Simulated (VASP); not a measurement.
ZnS: single point with r2SCAN

ZnS:

```
CELL_PARAMETERS angstrom
3.81100 0.00000 0.00000
-1.90550 3.30042 0.00000
0.00000 0.00000 6.23400
ATOMIC_POSITIONS crystal
Zn 0.33333 0.66667 0.00000
Zn 0.66667 0.33333 0.50000
S 0.33942 0.75756 0.38500
S 0.66667 0.33333 0.88500
```

This cell differs from its parent crystal: atom 3 (S) moved by (-0.150, +0.300) A along x and y.

| Property | Result |
| --- | --- |
| Program | VASP 6.6.1 |
| Task | single point |
| Functional | r2SCAN |
| Potentials or basis | VASP PAW PBE potentials, release 64 (Zn, S) |
| Cutoff | 520 eV |
| k mesh | 6 × 6 × 4 |
| Occupations | gaussian, width 0.05 eV |
| Spin | no spin polarisation |
| Dipole correction | no |
| Further INCAR settings | ALGO = Normal; EDIFF = 1e-06; NBANDS = 26 |

The pressure is 2.8 GPa and the largest force is 3.681 eV/Å. The band gap on the k mesh is 2.73 eV.

Forces in eV/Å, atoms in the order of the input:
```
Zn  -0.042  0.112  0.370
Zn  -0.081  3.156  1.123
S    0.176 -3.475 -1.203
S   -0.053  0.207 -0.289
```

Stress tensor (GPa, compression positive):
```
-1.72  1.64  0.11
 1.64 10.15  4.01
 0.11  4.01 -0.06
```

Levels at points of the mesh, in eV from the valence-band top:
```tsv
k point	band 15	band 16	band 17	band 18	band 19	band 20	band 21	band 22
(0.00, 0.00, 0.00)	-0.71	-0.23	-0.04	0.00	2.73	3.50	6.72	6.77
(0.50, 0.00, 0.00)	-3.41	-2.22	-1.68	-0.94	3.90	4.54	5.31	7.36
(0.00, 0.50, 0.00)	-2.96	-2.33	-2.13	-1.06	4.03	5.08	6.26	7.04
(0.50, 0.50, 0.00)	-3.53	-2.38	-1.30	-0.99	3.69	4.27	4.79	7.48
(0.00, 0.00, 0.50)	-0.98	-0.59	-0.54	-0.14	3.91	3.99	6.51	6.88
(0.50, 0.00, 0.50)	-2.06	-1.71	-1.69	-1.20	3.77	3.94	5.27	5.49
(0.00, 0.50, 0.50)	-1.86	-1.78	-1.60	-1.34	3.54	4.05	5.35	5.87
(0.50, 0.50, 0.50)	-2.02	-1.83	-1.75	-1.49	3.84	4.30	5.05	5.62
```

Run time: 9 min on 1 thread of Intel Xeon 8259CL, with other jobs on the host, peak memory 0.28 GiB.

Caveat: the cell differs from its parent crystal (atom 3 (S) moved by (-0.150, +0.300) A along x and y); the PAW data sets were made with another functional, which shifts forces and pressure a little.
